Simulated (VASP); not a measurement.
# Ti (I4/mmm) in VASP: single point with r2SCAN

Aim: the single point of Ti with r2SCAN.

Program: VASP 6.6.1. These are calculated values, not measurements. Logs are shortened: lines on timing, memory, paths and dates and some standing lists are left out, and cuts for length are marked.

## (1) The cell of the first run

Symmetry: I4/mmm, No. 139, tetragonal system. Conventional cell: a = 3.101 Å, b = 3.101 Å, c = 3.898 Å, α = 90.00°, β = 90.00°, γ = 90.00°. Within 3.9 Å of Ti (site symmetry 4/mmm) lie 14 Ti at 2.93 to 3.90 Å.

## (2) Single point, r2SCAN (strain +0.080 along x and y, -0.040 along z)

Contents of POSCAR:

```
Ti
1.0
    0.0000000000      2.1924000000      1.9488000000
    2.1924000000      0.0000000000      1.9488000000
    2.1924000000      2.1924000000      0.0000000000
Ti
1
Direct
    0.0000000000      0.0000000000      0.0000000000
```

Contents of INCAR.step1:

```
SYSTEM = Ti
PREC     = Accurate       ! precision mode
ENCUT    = 520            ! plane-wave cutoff, eV
ISMEAR   = 0              ! smearing method
SIGMA    = 0.15           ! smearing width, eV
LREAL    = .FALSE.        ! projectors in reciprocal space
LASPH    = .TRUE.         ! aspherical terms in the spheres
NELM     = 80             ! most SCF steps
NBANDS   = 12             ! bands
GGA      = PE             ! functional
ALGO     = Normal         ! electronic algorithm
EDIFF    = 1E-4           ! SCF threshold, eV
LWAVE    = .TRUE.         ! write WAVECAR
LCHARG   = .FALSE.        ! write CHGCAR
```

Contents of INCAR.step2:

```
SYSTEM = Ti
PREC     = Accurate       ! precision mode
ENCUT    = 520            ! plane-wave cutoff, eV
EDIFF    = 1E-7           ! SCF threshold, eV
ISMEAR   = 0              ! smearing method
SIGMA    = 0.15           ! smearing width, eV
LREAL    = .FALSE.        ! projectors in reciprocal space
LASPH    = .TRUE.         ! aspherical terms in the spheres
NELM     = 80             ! most SCF steps
ALGO     = Normal         ! electronic algorithm
ISIF     = 2              ! what is computed and relaxed
LWAVE    = .FALSE.        ! write WAVECAR
LCHARG   = .FALSE.        ! write CHGCAR
METAGGA  = R2SCAN         ! meta-GGA
LMIXTAU  = .TRUE.       
NBANDS   = 12             ! bands
ISTART   = 1
```

Contents of KPOINTS:

```
regular mesh
0
G
  20 20 20
  0 0 0
```

Potentials or basis: VASP PAW PBE potentials, release 64 (Ti_sv).

The run is started by

```sh
> cat potpaw_PBE.64/Ti_sv/POTCAR > POTCAR
> cp INCAR.step1 INCAR
> mpirun -np 1 vasp_std > vasp.out
> cp INCAR.step2 INCAR
> mpirun -np 1 vasp_std > vasp.out
```

OUTCAR:

```text
SYSTEM = Ti
   PREC = Accurate
   ENCUT = 520
   EDIFF = 1E-7
   ISMEAR = 0
   LREAL = .FALSE.
   LASPH = .TRUE.
   NELM = 80
   ISIF = 2
   METAGGA = R2SCAN
   ISTART = 1

 ion  position               nearest neighbor table
   1  0.000  0.000  0.000-

  LATTYP: Found a body centered tetragonal cell.
 ALAT       =     3.1005218141
 C/A-ratio  =     1.2570787221

  Lattice vectors:

 A1 = (   0.0000000000,  -2.1924000000,  -1.9488000000)
 A2 = (   0.0000000000,   2.1924000000,  -1.9488000000)
 A3 = (   2.1924000000,   0.0000000000,   1.9488000000)

Analysis of symmetry for initial positions (statically):
=====================================================================
 Subroutine PRICEL returns:
 Original cell was already a primitive cell.

 Routine SETGRP: Setting up the symmetry group for a
 body centered tetragonal supercell.

 Subroutine GETGRP returns: Found 16 space group operations
 (whereof 16 operations were pure point group operations)
 out of a pool of 16 trial point group operations.

The static configuration has the point symmetry D_4h.

Analysis of symmetry for dynamics (positions and initial velocities):
=====================================================================
 Subroutine PRICEL returns:
 Original cell was already a primitive cell.

 Routine SETGRP: Setting up the symmetry group for a
 body centered tetragonal supercell.

 Subroutine GETGRP returns: Found 16 space group operations
 (whereof 16 operations were pure point group operations)
 out of a pool of 16 trial point group operations.

The dynamic configuration has the point symmetry D_4h.

 Subroutine INISYM returns: Found 16 space group operations
 (whereof 16 operations are pure point group operations),
 and found     1 'primitive' translations

----------------------------------------------------------------------------------------

                                     Primitive cell

  volume of cell :      18.7343

  direct lattice vectors                    reciprocal lattice vectors
     0.000000000  2.192400000  1.948800000    -0.228060573  0.228060573  0.256568144
     2.192400000  0.000000000  1.948800000     0.228060573 -0.228060573  0.256568144
     2.192400000  2.192400000  0.000000000     0.228060573  0.228060573 -0.256568144

  length of vectors
     2.933332439  2.933332439  3.100521814     0.412129182  0.412129182  0.412129182

  position of ions in fractional coordinates (direct lattice)
     0.000000000  0.000000000  0.000000000

  ion indices of the primitive-cell ions
   primitive index   ion index
                 1           1

----------------------------------------------------------------------------------------

 KPOINTS: regular mesh

Automatic generation of k-mesh.
 Grid dimensions read from file:
 generate k-points for:   20   20   20

 Generating k-lattice:

  Cartesian coordinates                     Fractional coordinates (reciprocal lattice)
    -0.011403029  0.011403029  0.012828407     0.050000000  0.000000000  0.000000000
     0.011403029 -0.011403029  0.012828407     0.000000000  0.050000000  0.000000000
     0.011403029  0.011403029 -0.012828407     0.000000000  0.000000000  0.050000000

  Length of vectors
     0.020606459  0.020606459  0.020606459

  Shift w.r.t. Gamma in fractional coordinates (k-lattice)
     0.000000000  0.000000000  0.000000000

 Subroutine IBZKPT returns following result:
 ===========================================

 Found    641 irreducible k-points:

 Following reciprocal coordinates:
            Coordinates               Weight
  0.000000  0.000000  0.000000      1.000000
  0.050000  0.000000  0.000000      8.000000
  0.100000  0.000000  0.000000      8.000000
  0.150000  0.000000  0.000000      8.000000
  0.200000  0.000000  0.000000      8.000000
  0.250000  0.000000  0.000000      8.000000
[... 16 lines left out ...]
 -0.400000  0.050000  0.000000      8.000000
 -0.350000  0.050000  0.000000      8.000000
 [... further k-points ...]
   k-points           NKPTS =    641   k-points in BZ     NKDIM =    641   number of bands    NBANDS=     12
   number of dos      NEDOS =    301   number of ions     NIONS =      1
   total plane-waves  NPLWV =  13824
   dimension x,y,z NGX =    24 NGY =   24 NGZ =   24
   dimension x,y,z NGXF=    48 NGYF=   48 NGZF=   48
   ions per type =               1
   NGX,Y,Z   is equivalent  to a cutoff of  13.60, 13.60, 12.87 a.u.
   NGXF,Y,Z  is equivalent  to a cutoff of  27.20, 27.20, 25.74 a.u.
 SYSTEM =  Ti
   PREC   = accura    normal or accurate (medium, high low for compatibility)
   ISTART =      1    job   : 0-new  1-cont  2-samecut
   ICHARG =      0    charge: 1-file 2-atom 10-const
   ISPIN  =      1    spin polarized calculation?
   LNONCOLLINEAR =      F non collinear calculations
   LSORBIT =      F    spin-orbit coupling
   LASPH  =      T    aspherical Exc in radial PAW
   ENCUT  =  520.0 eV  38.22 Ry    6.18 a.u.   5.45  5.45  5.76*2*pi/ulx,y,z
   NELM   =     80;   NELMIN=  2; NELMDL=  0     # of ELM steps
   EDIFF  = 0.1E-06   stopping-criterion for ELM
   LREAL  =      F    real-space projection
   EDIFFG = 0.1E-05   stopping-criterion for IOM
   NSW    =      0    number of steps for IOM
   IBRION =     -1    ionic relax: 0-MD 1-quasi-New 2-CG
   NFREE  =      0    steps in history (QN), initial steepest desc. (CG)
   ISIF   =      2    stress and relaxation
   ISYM   =      2    0-nonsym 1-usesym 2-fastsym
   POTIM  = 0.5000    time-step for ionic-motion
   TEBEG  =    0.0;   TEEND  =   0.0 temperature during run
   PSTRESS=    0.0 pullay stress
   NELECT =      12.0000    total number of electrons
   NUPDOWN=      -1.0000    fix difference up-down
   EMIN   =  10.00;   EMAX   =-10.00  energy-range for DOS
   EFERMI =   0.00;   METHOD = LEGACY
   ISMEAR =     0;   SIGMA  =   0.15  broadening in eV -4-tet -1-fermi 0-gaus
   EFERMI_NEDOS =   21; number of points for ismear=-14 and -15
   IALGO  =     38    algorithm
   IMIX   =      4    mixing-type and parameters
     AMIX     =   0.40;   BMIX     =  1.00
     AMIX_MAG =   1.60;   BMIX_MAG =  1.00
  volume/ion in A,a.u.               =      18.73       126.43
  Fermi-wavevector in a.u.,A,eV,Ry     =   1.411203  2.666788 27.095937  1.991495
  Thomas-Fermi vector in A             =   2.533079
   LORBIT       =      0    0 simple, 1 ext, 2 COOP (PROOUT), +10 PAW based schemes
   METAGGA = R2SCAN    functional components
   LHFCALC =     F    Hartree Fock is set to
   AEXX    =    0.0000 exact exchange contribution
   IVDW    =     0    specifies the selected vdW correction
   LEPSILON=     F    determine dielectric tensor
   LRPA    =     F    only Hartree local field effects (RPA)
 non-spin polarized calculation
 Gauss-broadening in eV      SIGMA  =   0.15
  energy-cutoff  :      520.00
  volume of cell :       18.73
 maximum number of plane-waves:       519
 NGX is ok and might be reduce to    24
   NGX = 11   NGY = 11   NGZ = 11

 number of electron      11.9999998 magnetization

 Free energy of the ion-electron system (eV)
  ---------------------------------------------------
  ext. energy  EPLUGINS =         0.00000000
  ---------------------------------------------------
  free energy    TOTEN  =       -12.84185500 eV

  energy without entropy =      -12.81987993  energy(sigma->0) =      -12.83086746

 E-fermi :   7.4177     XC(G=0): -12.0274

 val. band max:        7.4158677160   @ k =   0.3000   0.1500   0.0500
 cond. band min:       7.4208580524   @ k =   0.5000   0.1000   0.0500
 fundamental gap:      0.0049903363
 Fermi energy:         7.4177467733

 k-point     1 :       0.0000    0.0000    0.0000
  band No.  band energies     occupation
      1     -51.7677      2.00000
      2     -26.6469      2.00000
      3     -26.6468      2.00000
      4     -26.6411      2.00000
      5       1.1613      2.00000
      6       8.1923      0.00000
      7       8.1923      0.00000
      8       8.9416      0.00000
      9       9.5070      0.00000
     10      10.3410      0.00000
     11      23.0518      0.00000
     12      26.4453      0.00000

 k-point     2 :       0.0500    0.0000    0.0000
  band No.  band energies     occupation
      1     -51.7653      2.00000
      2     -26.6587      2.00000
      3     -26.6496      2.00000
      4     -26.6436      2.00000
      5       1.2405      2.00000
      6       8.1777      0.00000
      7       8.2177      0.00000
      8       8.9321      0.00000
      9       9.4989      0.00000
     10      10.3171      0.00000
     11      23.0886      0.00000
     12      26.0699      0.00000

 k-point     3 :       0.1000    0.0000    0.0000
  band No.  band energies     occupation
      1     -51.7586      2.00000
      2     -26.6982      2.00000
      3     -26.6576      2.00000
      4     -26.6461      2.00000
      5       1.4745      2.00000
      6       8.1156      0.00000
      7       8.2799      0.00000
      8       8.9257      0.00000
      9       9.4902      0.00000
     10      10.2543      0.00000
     11      23.1111      0.00000
     12      25.0991      0.00000
[... 286 lines left out ...]
 k-point    23 :      -0.4000    0.0500    0.0000
  band No.  band energies     occupation
      1     -51.6785      2.00000
      2     -27.1452      2.00000
      3     -26.7498      2.00000
      4     -26.6846      2.00000
      5       4.7160      2.00000
      6       7.4658      0.65044
      7       7.9762      0.00000
      8       8.8529      0.00000
      9      10.7547      0.00000
     10      10.8222      0.00000
     11      16.1377      0.00000
     12      22.1461      0.00000

 k-point    24 :      -0.3500    0.0500    0.0000
  band No.  band energies     occupation
      1     -51.6883      2.00000
      2     -27.0905      2.00000
      3     -26.7369      2.00000
      4     -26.6837      2.00000
      5       4.3143      2.00000
      6       7.3800      1.27823
      7       8.0677      0.00000
      8       8.8755      0.00000
      9      10.5072      0.00000
     10      10.6327      0.00000
     11      17.1942      0.00000
     12      22.5125      0.00000

 [... further k-points ...]
[... 5 lines left out ...]
  --------------------------------------------------------------------------------------
  -------------------------------------------------------------------------------------
  Total       -0.9762281     -0.9762281     -0.5926410      0.0000000     -0.0000000      0.0000000
  in kB      -83.4881871    -83.4881871    -50.6833599      0.0000000     -0.0000000      0.0000000
  external PRESSURE =     -72.5532447 kB  Pullay stress =       0.0000000 kB

 VOLUME and BASIS-vectors are now :
 -----------------------------------------------------------------------------
  energy-cutoff  :      520.00
  volume of cell :       18.73
      direct lattice vectors                 reciprocal lattice vectors
     0.000000000  2.192400000  1.948800000    -0.228060573  0.228060573  0.256568144
     2.192400000  0.000000000  1.948800000     0.228060573 -0.228060573  0.256568144
     2.192400000  2.192400000  0.000000000     0.228060573  0.228060573 -0.256568144

 POSITION                                       TOTAL-FORCE (eV/Angst)
 -----------------------------------------------------------------------------------
      0.00000      0.00000      0.00000         0.000000      0.000000      0.000000
 -----------------------------------------------------------------------------------
    total drift:                               -0.000000      0.000000      0.000000

  FREE ENERGIE OF THE ION-ELECTRON SYSTEM (eV)
  ---------------------------------------------------
  free  energy   TOTEN  =       -12.8418549980 eV

  energy  without entropy=      -12.8198799296  energy(sigma->0) =      -12.83086746
```

Wall time 9.1 min (1 thread of Intel Xeon Platinum 8375C at 2.90GHz (Ice Lake), shared host); peak memory 0.26 GiB.

Results:

```
Free energy            : -12.8419 eV
Pressure               : -7.3 GPa
Band gap on the k mesh : zero (bands 6 and 7 overlap by 1.42 eV)
```

Levels at points of the mesh, in eV from the Fermi level:
| k point | band 3 | band 4 | band 5 | band 6 | band 7 | band 8 | band 9 | band 10 |
| --- | --- | --- | --- | --- | --- | --- | --- | --- |
| (0.00, 0.00, 0.00) | -34.06 | -34.06 | -6.26 | 0.77 | 0.77 | 1.52 | 2.09 | 2.92 |
| (0.50, 0.00, 0.00) | -34.18 | -34.09 | -2.51 | 0.35 | 0.44 | 1.44 | 3.27 | 3.72 |
| (0.50, 0.50, 0.00) | -34.32 | -34.32 | -2.30 | -1.76 | 3.57 | 3.72 | 3.72 | 4.13 |
| (0.50, 0.00, 0.50) | -34.27 | -34.17 | -2.39 | -1.34 | 1.81 | 3.40 | 3.46 | 3.94 |

Caveat: the cell differs from its parent crystal (strain +0.080 along x and y, -0.040 along z); the cell stands under tension; the PAW data sets were made with another functional, which shifts forces and pressure a little.
